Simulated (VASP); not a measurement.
Here is a VASP 6.6.1 calculation.

Contents of INCAR:

```
SYSTEM = HgTe
  PREC = Accurate
  ENCUT = 520
  EDIFF = 1E-6
  ISMEAR = -1
  SIGMA = 0.03
  LREAL = .FALSE.
  LASPH = .TRUE.
  NELM = 60
  ALGO = Normal
  ISIF = 2
  LWAVE = .FALSE.
  LCHARG = .TRUE.
  GGA = PE
  LELF = .TRUE.
  LVHAR = .TRUE.
  NBANDS = 16
```

File KPOINTS:

```
Automatic mesh
0
G
  4 4 4
  0 0 0
```

The input POSCAR:

```
HgTe
1.0
    0.0000000000      3.2145000000      3.2145000000
    3.2145000000      0.0000000000      3.2145000000
    3.2145000000      3.2145000000      0.0000000000
Hg Te
1 1
Direct
    0.0000000000      0.0000000000      0.0000000000
    0.7500000000      0.7500000000      0.7500000000
```

Potentials or basis: VASP PAW PBE potentials, release 64 (Hg, Te).

Command:

```console
$ cat potpaw_PBE.64/Hg/POTCAR potpaw_PBE.64/Te/POTCAR > POTCAR
$ mpirun -np 1 vasp_std > vasp.out
```

Q: Estimate the pressure.

A: 5.1 GPa.

Q: What does it give for the band gap on the k mesh?

A: Zero (filled and empty bands touch).

Caveat: the k points lie up to 0.42 Å⁻¹ apart; spin-orbit coupling is left out, which moves the levels of the heavy elements.
